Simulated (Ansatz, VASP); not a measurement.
# Two plane-wave programs on TePb

The input INCAR:

```
PREC = Accurate ; ENCUT = 520
EDIFF = 1E-7 ; ISMEAR = 0
SIGMA = 0.023 ; LREAL = False
LASPH = True ; NELM = 60
ALGO = Normal ; ISIF = 2
LWAVE = False ; LCHARG = False
GGA = PE ; NBANDS = 17
```

The input KPOINTS:

```
Automatic mesh
0
Gamma
  7 7 7
```

POSCAR

```
TePb
1.0
    4.0022870000      0.0000000000      0.0000000000
    0.0000000000      4.0022870000      0.0000000000
    0.0000000000      0.0000000000      4.0022870000
Pb Te
1 1
Direct
    0.0000000000      0.0000000000      0.0000000000
    0.5000000000      0.5000000000      0.5000000000
```

input.yaml

```yaml
crystal:
  lattice:
    - [4.002287, 0.0, 0.0]
    - [0.0, 4.002287, 0.0]
    - [0.0, 0.0, 4.002287]
  atoms:
    - { symbol: Pb, position: [0.0, 0.0, 0.0] }
    - { symbol: Te, position: [0.5, 0.5, 0.5] }
hamiltonian:
  xc: pbe
  pseudopotentials: { kind: paw }
kpoints:
  mp_grid: { grid: [7, 7, 7] }
scf:
  occupations: { method: gaussian, width: 0.023 }
output:
  forces: true
  stress: true
  eigenvalues: true
```

Alike in both runs: task single point; functional PBE; k mesh 7 × 7 × 7; occupations gaussian, width 0.023 eV; no spin polarisation.

|  | VASP | Ansatz |
| --- | --- | --- |
| version | VASP 6.6.1 | Ansatz 0.2.0 |
| potentials or method | VASP PAW PBE potentials, release 64 (Pb_d, Te) | Ansatz PAW |
| plane-wave cutoff (eV) | 520 | 420 |
| valence electrons in the cell | 20 | 30 |

```csv
,VASP,Ansatz,Ansatz less VASP
gap on the k mesh at the Fermi level (eV),none,none,-
pressure (GPa),0.0,0.1,+0.05
```

A gap of «none» marks a metal or a gap that the smearing closes. With one functional, cell and mesh, what is left measures potentials, basis and numerics. VASP's potentials hold 20 valence electrons a cell and Ansatz's 30, so a difference there can come from the potentials and not from the codes.

Neither program's run includes spin-orbit coupling.
